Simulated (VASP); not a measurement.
A run of VASP 6.6.1 is set up as follows.

File INCAR:

```
ALGO = Normal ; EDIFF = 1E-6
ENCUT = 520 ; GGA = PE
ISIF = 2 ; ISMEAR = -1
LASPH = True ; LCHARG = False
LREAL = False ; LWAVE = False
NBANDS = 32 ; NELM = 100
PREC = Accurate ; SIGMA = 0.02
```

Contents of KPOINTS:

```
k-points
0
Gamma
  6 6 6
```

Contents of POSCAR:

```
TlSnCl3
1.0
    5.5770921796      0.0000000000      0.0000000000
    0.0000000000      5.5770921796      0.0000000000
    0.0000000000      0.0000000000      5.5770921796
Tl Sn Cl
1 1 3
Direct
    0.0000000000      0.0000000000      0.0000000000
    0.5000000000      0.5000000000      0.5000000000
    0.5000000000      0.5000000000      0.0000000000
    0.5000000000      0.0000000000      0.5000000000
    0.0000000000      0.5000000000      0.5000000000
```

Potentials or basis: VASP PAW PBE potentials, release 64 (Tl_d, Sn_d, Cl).

Run with:

```bash
$ cat potpaw_PBE.64/Tl_d/POTCAR potpaw_PBE.64/Sn_d/POTCAR potpaw_PBE.64/Cl/POTCAR > POTCAR
$ mpirun -np 1 vasp_std > vasp.out
```

Problem. What does it give for the pressure?

Solution. 0.0 GPa.

Problem. Predict the band gap on the k mesh.

Solution. 0.88 eV, indirect (least direct gap 0.94 eV).

Caveat: spin-orbit coupling is left out, which moves the levels of the heavy elements. A k mesh can miss the band edges.
